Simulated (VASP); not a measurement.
Here is a VASP 6.6.1 calculation.

INCAR

```
SYSTEM = Os
PREC = Accurate
ENCUT = 520
EDIFF = 1E-6
ISMEAR = -1
SIGMA = 0.05
LREAL = .False.
LASPH = .True.
NELM = 60
ALGO = Fast
ISIF = 2
LWAVE = .False.
LCHARG = .False.
GGA = RE
IVDW = 12
NBANDS = 15
```

Contents of KPOINTS:

```
regular mesh
0
Gamma
  11 11 6
  0 0 0
```

Contents of POSCAR:

```
Os
1.0
    2.7157497827      0.0000000000      0.0000000000
   -1.3578748913      2.3519083021      0.0000000000
    0.0000000000      0.0000000000      4.2907078513
Os
2
Direct
    0.6666666667      0.3333333333      0.7500000000
    0.3333333333      0.6666666667      0.2500000000
```

Potentials or basis: VASP PAW PBE potentials, release 64 (Os).

Command:

```console
$ cat potpaw_PBE.64/Os/POTCAR > POTCAR
$ mpirun -np 1 vasp_std > vasp.out
```

Q: What does it give for the pressure?

A: 6.4 GPa.

Q: Estimate the dispersion energy per atom.

A: -1.228 eV.

Q: What does it give for the band gap on the k mesh?

A: Zero (bands 8 and 9 overlap by 4.02 eV).

Stress tensor (GPa, compression positive):
```
6.03 0.00 0.00
0.00 6.03 0.00
0.00 0.00 7.03
```

Caveat: the cell stands under pressure; the PAW data sets were made with another functional, which shifts forces and pressure a little; spin-orbit coupling is left out, which moves the levels of the heavy elements.
